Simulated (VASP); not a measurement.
# HC18N in VASP: notebook, part 2 of 2

VASP 6.6.1. Earlier steps stand in the parts before.

### 4 Single point, PBEsol

INCAR

```
PREC = Accurate
ENCUT = 520
EDIFF = 1E-6
ISMEAR = -1
SIGMA = 0.05
LREAL = Auto
LASPH = T
NELM = 80
ALGO = Normal
ISIF = 2
LWAVE = F
LCHARG = F
GGA = PS
NBANDS = 55
```

KPOINTS

```
regular mesh
0
Gamma
  2 2 1
```

POSCAR

```
HC18N
1.0
    7.3980000000      0.0000000000      0.0000000000
   -3.6990000000      6.4068560000      0.0000000000
    0.0000000000      0.0000000000     11.0000000000
C N H
18 1 1
Direct
    0.0012243955     -0.0158653480      0.0909866364
    0.2189801340      0.0950508330      0.0870340000
    0.0008187704      0.3279770920      0.1145566364
    0.2250082150      0.4325481952      0.0891109091
   -0.0024964795      0.6535014990      0.0782463636
    0.2209328740      0.7642136798      0.0799271818
    0.3311444458     -0.0159379265      0.0816232727
    0.5541545809      0.0948471450      0.0866845455
    0.3314849745      0.3209510250      0.0871143636
    0.5545651555      0.4319635091      0.0819760909
    0.3325826052      0.6528518824      0.0799357273
    0.5528867973      0.7632756222      0.0809943636
    0.6597508144     -0.0170509529      0.0905756364
    0.8840598011      0.0904669935      0.1188631818
    0.6666404026      0.3212221408      0.0854000909
    0.8839504957      0.4338244843      0.0857223636
    0.6647580943      0.6519100788      0.0813492727
    0.8877895695      0.7639419397      0.0803970909
    0.9323648392      0.2154733929      0.2315720909
    1.0634039586      0.2352675009      0.2758090909
```

Potentials or basis: VASP PAW PBE potentials, release 64 (C, N, H).

Command:

```sh
cat potpaw_PBE.64/C/POTCAR potpaw_PBE.64/N/POTCAR potpaw_PBE.64/H/POTCAR > POTCAR
mpirun -np 1 vasp_std > vasp.out
```

OUTCAR:

```text
PREC = Accurate
   ENCUT = 520
   EDIFF = 1E-6
   ISMEAR = -1
   LREAL = Auto
   LASPH = T
   NELM = 80
   ISIF = 2
   GGA = PS

 ion  position               nearest neighbor table
   1  0.001  0.984  0.091-   2 1.40  18 1.42  14 1.46
   2  0.219  0.095  0.087-   1 1.40   7 1.43   9 1.45
   3  0.001  0.328  0.115-  16 1.46   4 1.46  19 1.48  14 1.52
   4  0.225  0.433  0.089-   9 1.40  11 1.42   3 1.46
   5  0.998  0.654  0.078-  16 1.41  18 1.41   6 1.43
   6  0.221  0.764  0.080-   7 1.41  11 1.43   5 1.43
   7  0.331  0.984  0.082-   6 1.41   8 1.43   2 1.43
   8  0.554  0.095  0.087-  13 1.39   7 1.43  15 1.45
[... 442 lines left out ...]
  Total        0.9124079      2.3278855     -0.1521568     -0.4449581     -0.6356917      0.4512235
  in kB        2.8038040      7.1535271     -0.4675735     -1.3673437     -1.9534627      1.3865973
  external PRESSURE =       3.1632526 kB  Pullay stress =       0.0000000 kB

 VOLUME and BASIS-vectors are now :
 -----------------------------------------------------------------------------
  energy-cutoff  :      520.00
  volume of cell :      521.38
      direct lattice vectors                 reciprocal lattice vectors
     7.398000000  0.000000000  0.000000000     0.135171668  0.078041398  0.000000000
    -3.699000000  6.406856000  0.000000000     0.000000000  0.156082796  0.000000000
     0.000000000  0.000000000 11.000000000     0.000000000  0.000000000  0.090909091

 POSITION                                       TOTAL-FORCE (eV/Angst)
 -----------------------------------------------------------------------------------
     -3.63126      6.30521      1.00085        -0.016983      0.019843      0.092523
      1.26842      0.60898      0.95737         0.003627      0.027502      0.009232
     -1.20713      2.10130      1.26012        -0.020976      0.076511     -0.072141
      0.06462      2.77127      0.98022        -0.025216      0.005543     -0.006076
      4.96223      4.18689      0.86071        -0.004538      0.019205     -0.006823
     -1.19236      4.89621      0.87920        -0.012206      0.016732      0.002510
[... 12 lines left out ...]
      6.10060      1.38051      2.54729        -0.006608      0.063984      0.114204
     -0.40119      1.50732      3.03390         0.221986     -0.361378     -0.086810
 -----------------------------------------------------------------------------------
    total drift:                               -0.004901     -0.021290     -0.008332

  FREE ENERGIE OF THE ION-ELECTRON SYSTEM (eV)
  ---------------------------------------------------
  free  energy   TOTEN  =      -183.0628656154 eV

  energy  without entropy=     -183.0422925311  energy(sigma->0) =     -183.05257907
```

OSZICAR:

```text
N       E                     dE             d eps       ncg     rms          rms(c)
DAV:   1     0.621325424155E+03    0.62133E+03   -0.32248E+04   440   0.114E+03
DAV:   2    -0.999091508551E+02   -0.72123E+03   -0.68370E+03   625   0.280E+02
DAV:   3    -0.192324595415E+03   -0.92415E+02   -0.91784E+02   560   0.104E+02
[... 15 lines left out ...]
DAV:  19    -0.183062856240E+03   -0.26929E-04   -0.25961E-06   407   0.386E-03    0.542E-04
DAV:  20    -0.183062862000E+03   -0.57601E-05   -0.46344E-07   400   0.174E-03    0.270E-04
DAV:  21    -0.183062864430E+03   -0.24299E-05   -0.26365E-07   328   0.116E-03    0.182E-04
DAV:  22    -0.183062865454E+03   -0.10247E-05   -0.95574E-08   324   0.727E-04    0.100E-04
DAV:  23    -0.183062865615E+03   -0.16094E-06   -0.23211E-08   316   0.427E-04
   1 F= -.18306287E+03 E0= -.18305258E+03  d E =-.205731E-01
```

Wall time 2.2 min (1 thread of Intel Xeon 6975P-C (Granite Rapids), shared host); peak memory 0.6 GiB.

What came out:

| Quantity | Value |
| --- | --- |
| Free energy | -183.0629 eV |
| Largest force | 0.433 eV/Å |
| Band gap on the k mesh | 0.18 eV |

Forces on the atoms (eV/Å):
```
C   -0.017  0.020  0.093
C    0.004  0.028  0.009
C   -0.021  0.077 -0.072
C   -0.025  0.006 -0.006
C   -0.005  0.019 -0.007
C   -0.012  0.017  0.003
C   -0.012  0.018 -0.003
C   -0.016  0.027 -0.004
C   -0.004  0.005 -0.008
C   -0.011  0.012 -0.012
C   -0.027  0.027  0.003
C   -0.008  0.018  0.012
C    0.000  0.024  0.004
C   -0.023 -0.037 -0.014
C   -0.014  0.001 -0.017
C   -0.002  0.010 -0.030
C   -0.005  0.017  0.007
C   -0.016  0.009  0.015
N   -0.007  0.064  0.114
H    0.222 -0.361 -0.087
```

Caveat: the k points lie up to 0.49 Å⁻¹ apart; the PAW data sets were made with another functional, which shifts forces and pressure a little.

### 5 Single point, PBEsol

INCAR

```
  PREC = Accurate
  ENCUT = 520
  EDIFF = 1E-7
  ISMEAR = -1
  SIGMA = 0.05
  LREAL = Auto
  LASPH = True
  NELM = 60
  ALGO = Normal
  ISIF = 2
  LWAVE = False
  LCHARG = False
  GGA = PS
  NBANDS = 55
```

KPOINTS is that of step 4.

POSCAR

```
HC18N
1.0
    7.3980000000      0.0000000000      0.0000000000
   -3.6990000000      6.4068560000      0.0000000000
    0.0000000000      0.0000000000     11.0000000000
C N H
18 1 1
Direct
    0.0045738367     -0.0099304557      0.1248010909
    0.2277500747      0.1091113957      0.0877712727
    0.0027216636      0.3394963146      0.1063626364
    0.2257346729      0.4424939471      0.0875027273
   -0.0019122966      0.6621637820      0.0757325455
    0.2237814917      0.7743445459      0.0805406364
    0.3352193275     -0.0040022751      0.0809718182
    0.5575954562      0.1065318153      0.0814370909
    0.3332283566      0.3279500897      0.0829089091
    0.5568569048      0.4407803141      0.0764747273
    0.3351156683      0.6643559649      0.0812126364
    0.5573624736      0.7760831522      0.0845699091
    0.6649825534     -0.0045504378      0.0915204545
    0.8864313128      0.1058339691      0.1269172727
    0.6670190386      0.3302140707      0.0773185455
    0.8865180213      0.4427819199      0.0761095455
    0.6675073647      0.6615597416      0.0822750909
    0.8870080526      0.7683375434      0.0867395455
    0.9476742193      0.2460053730      0.2285034545
    1.0263537361     -0.0199770371      0.2262393636
```

Command:

```sh
cat potpaw_PBE.64/C/POTCAR potpaw_PBE.64/N/POTCAR potpaw_PBE.64/H/POTCAR > POTCAR
mpirun -np 1 vasp_std > vasp.out
```

Run time: 2.7 min. Hardware: 1 thread of Intel Xeon 6975P-C (Granite Rapids), shared host; peak memory 0.59 GiB.

It converged, with:

```yaml
Free_energy: -180.4534 eV
Largest_force: 0.222 eV/Å
Band_gap_on_the_k_mesh: 0.39 eV (least direct gap 0.47 eV)
```

Forces in eV/Å, atoms in the order of the input:
```
C   -0.014  0.014 -0.072
C   -0.018  0.004  0.000
C   -0.002  0.065 -0.077
C   -0.002 -0.002  0.013
C    0.013  0.000  0.013
C   -0.014 -0.001  0.010
C   -0.002  0.006  0.010
C   -0.010  0.016  0.016
C   -0.005  0.003  0.010
C   -0.018  0.004  0.016
C   -0.003  0.005  0.006
C    0.002 -0.004  0.011
C    0.011  0.010  0.009
C   -0.003 -0.084 -0.071
C   -0.003 -0.003  0.023
C    0.010 -0.005  0.018
C   -0.018  0.003  0.003
C   -0.022  0.023 -0.005
N    0.001  0.015  0.221
H    0.097 -0.070 -0.154
```

Levels at points of the mesh, in eV from the valence-band top:
```tsv
k point	band 37	band 38	band 39	band 40	band 41	band 42
(0.00, 0.00, 0.00)	-1.48	-0.24	-0.17	0.45	1.28	2.85
(0.50, 0.00, 0.00)	-2.08	-1.47	-0.14	0.61	2.25	2.52
(0.00, 0.50, 0.00)	-2.06	-1.14	0.00	0.47	2.12	2.39
(0.50, 0.50, 0.00)	-1.95	-1.23	-0.11	0.39	2.10	2.44
```

Caveat: the k points lie up to 0.49 Å⁻¹ apart; the PAW data sets were made with another functional, which shifts forces and pressure a little.

### 6 Single point, PBEsol

INCAR

```
ALGO     = Normal         # electronic algorithm
EDIFF    = 1E-6           # SCF threshold, eV
ENCUT    = 520            # plane-wave cutoff, eV
GGA      = PS             # functional
ISIF     = 2              # what is computed and relaxed
ISMEAR   = -1             # smearing method
LASPH    = True           # aspherical terms in the spheres
LCHARG   = False          # write CHGCAR
LREAL    = Auto         
LWAVE    = False          # write WAVECAR
NBANDS   = 55             # bands
NELM     = 100            # most SCF steps
PREC     = Accurate       # precision mode
SIGMA    = 0.05           # smearing width, eV
```

KPOINTS

```
k-points
0
Gamma
  2 2 1
```

POSCAR

```
HC18N
1.0
    7.3980000000      0.0000000000      0.0000000000
   -3.6990000000      6.4068560000      0.0000000000
    0.0000000000      0.0000000000     11.0000000000
C N H
18 1 1
Direct
    0.0010638613      0.0036340757      0.0897423636
    0.2245761503      0.1152382698      0.0892710909
    0.0039796834      0.3417812106      0.1238196364
    0.2254965035      0.4464369107      0.0948379091
   -0.0029324026      0.6616810180      0.0862110909
    0.2234721668      0.7770002947      0.0880021818
    0.3353163837     -0.0002701793      0.0880219091
    0.5560694077      0.1104894507      0.0924530909
    0.3343194333      0.3376667120      0.0914708182
    0.5561705314      0.4460423334      0.0883686364
    0.3343577602      0.6665887293      0.0873383636
    0.5537808283      0.7781726326      0.0868195455
    0.6611178482     -0.0020676288      0.0953198182
    0.8817267160      0.1037432401      0.1256160909
    0.6667636577      0.3344721654      0.0925544545
    0.8844446492      0.4433442862      0.0953822727
    0.6633799376      0.6655738790      0.0866019091
    0.8840775749      0.7726725870      0.0838024545
    0.9467985740      0.2207577320      0.2350796364
    1.0850601906     -0.1042224142      0.0832261818
```

Potentials or basis: VASP PAW PBE potentials, release 64 (C, N, H).

Command:

```sh
cat potpaw_PBE.64/C/POTCAR potpaw_PBE.64/N/POTCAR potpaw_PBE.64/H/POTCAR > POTCAR
mpirun -np 1 vasp_std > vasp.out
```

Run time: 2.4 min. Hardware: 1 thread of Intel Xeon 6975P-C (Granite Rapids), shared host; peak memory 0.59 GiB.

It converged, with:

| Property | Result |
| --- | --- |
| Free energy | -176.7529 eV |
| Largest force | 0.207 eV/Å |
| Band gap on the k mesh | 0.21 eV (least direct gap 0.27 eV) |

Forces on the atoms (eV/Å):
```
C   -0.045  0.015 -0.008
C    0.003  0.020 -0.001
C   -0.004  0.081 -0.072
C   -0.007 -0.001 -0.011
C    0.009 -0.011  0.000
C    0.003 -0.011 -0.001
C    0.009  0.005  0.000
C    0.001  0.006 -0.006
C    0.003 -0.009 -0.004
C   -0.004  0.001  0.001
C   -0.003  0.001  0.000
C    0.003 -0.007 -0.002
C    0.011  0.009 -0.007
C    0.008 -0.090 -0.086
C   -0.005 -0.008 -0.002
C    0.013  0.001 -0.006
C    0.006  0.010  0.001
C   -0.020 -0.007  0.001
N    0.005  0.006  0.207
H    0.017 -0.006 -0.003
```

Levels at points of the mesh, in eV from the valence-band top:
```csv
k point,band 35,band 36,band 37,band 38,band 39,band 40,band 41,band 42,band 43,band 44
"(0.00, 0.00, 0.00)",-2.99,-2.95,-0.48,-0.25,-0.06,0.21,1.32,3.26,3.61,3.94
"(0.50, 0.00, 0.00)",-2.70,-2.47,-1.95,-1.35,-0.23,1.69,2.00,2.40,2.61,4.04
"(0.00, 0.50, 0.00)",-2.56,-2.49,-2.08,-0.74,0.00,0.91,1.97,2.48,2.90,3.85
"(0.50, 0.50, 0.00)",-2.58,-2.43,-1.97,-1.30,-0.22,1.62,2.13,2.39,2.61,3.83
```

Caveat: the k points lie up to 0.49 Å⁻¹ apart; the PAW data sets were made with another functional, which shifts forces and pressure a little.

### 7 Overview

| cell | gap on the mesh (eV) | largest force (eV/Å) |
| --- | --- | --- |
| as given, atomic positions A | 0.49 | 0.21 |
| as given, atomic positions B | 0.24 | 1.24 |
| as given, atomic positions C | 0.18 | 0.43 |
| as given, atomic positions D | 0.39 | 0.22 |
| as given, atomic positions E | 0.21 | 0.21 |

Alike in all rows: task single point; level PBEsol; potentials or basis VASP PAW PBE potentials, release 64 (C, N, H); no spin polarisation; k mesh 2 × 2 × 1; cutoff (eV) 520; smearing fermi-dirac 0.05 eV.

Caveats: all runs use coarse meshes; the PAW data sets were made with another functional, which shifts forces and pressure a little.

Total energies depend on the potentials used, so only differences within one code and one set of settings carry meaning.
